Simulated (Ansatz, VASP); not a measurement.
# One calculation of KP2, two programs

INCAR

```
SYSTEM = KP2
ALGO = Normal
EDIFF = 1E-6
EDIFFG = -0.01
ENCUT = 600
GGA = PE
IBRION = 2
ISIF = 3
ISMEAR = 0
IVDW = 12
LASPH = .True.
LCHARG = .False.
LREAL = .False.
LWAVE = .False.
NELM = 80
NSW = 100
PREC = Accurate
SIGMA = 0.1
```

KPOINTS

```
k-points
0
Gamma
  12 12 8
  0 0 0
```

Contents of POSCAR:

```
KP2
1.0
    3.8064032927      0.0000000000      0.0000000000
   -1.9032016464      3.2964419485      0.0000000000
    0.0000000000      0.0000000000      5.5642212329
K P
1 2
Direct
    0.0000000000      0.0000000000      0.0000000000
    0.3333333333      0.6666666667      0.5730192368
    0.6666666667      0.3333333333      0.4269807632
```

Input for Ansatz:

```yaml
crystal:
  lattice:
    - [3.8064032927, 0.0, 0.0]
    - [-1.9032016464, 3.2964419485, 0.0]
    - [0.0, 0.0, 5.5642212329]
  atoms:
    - { symbol: K, position: [0.0, 0.0, 0.0] }
    - { symbol: P, position: [0.3333333333, 0.6666666667, 0.5730192368] }
    - { symbol: P, position: [0.6666666667, 0.3333333333, 0.4269807632] }
basis:
  ecutwfc: 420
kpoints:
  mp_grid: { grid: [12, 12, 8] }
hamiltonian:
  xc: pbe
  dispersion: d3bj
scf:
  occupations: { method: gaussian, width: 0.1 }
output:
  forces: true
  stress: true
  eigenvalues: true
  write_density: true
  write_potential: true
  elf: true
  volumetric_format: npy
relax:
  adjacent_minimum: "off"
  f_tol: 0.01
  max_steps: 80
  cell: { stress_tol: 0.05 }
```

Alike in both runs: task relaxation of cell and atoms; functional PBE; dispersion D3(BJ); k mesh 12 × 12 × 8; occupations gaussian, width 0.1 eV; no spin polarisation.

```csv
,VASP,Ansatz
version,VASP 6.6.1,Ansatz 0.2.0
potentials or method,"VASP PAW PBE potentials, release 64 (K_sv, P), cutoff 600 eV","scalar-relativistic, plane waves, PAW"
valence electrons in the cell,19,19
```

|  | VASP | Ansatz | Ansatz less VASP |
| --- | --- | --- | --- |
| gap on the k mesh at the Fermi level, each at its own relaxed structure (eV) | none | none | - |
| relaxed volume (Å³/atom) | 23.19 | 23.15 | -0.037 |
| relaxed length of the cell vector where the two differ most in proportion (Å) | 5.541 | 5.521 | -0.0201 |

A gap of «none» marks a metal or a gap that the smearing closes.
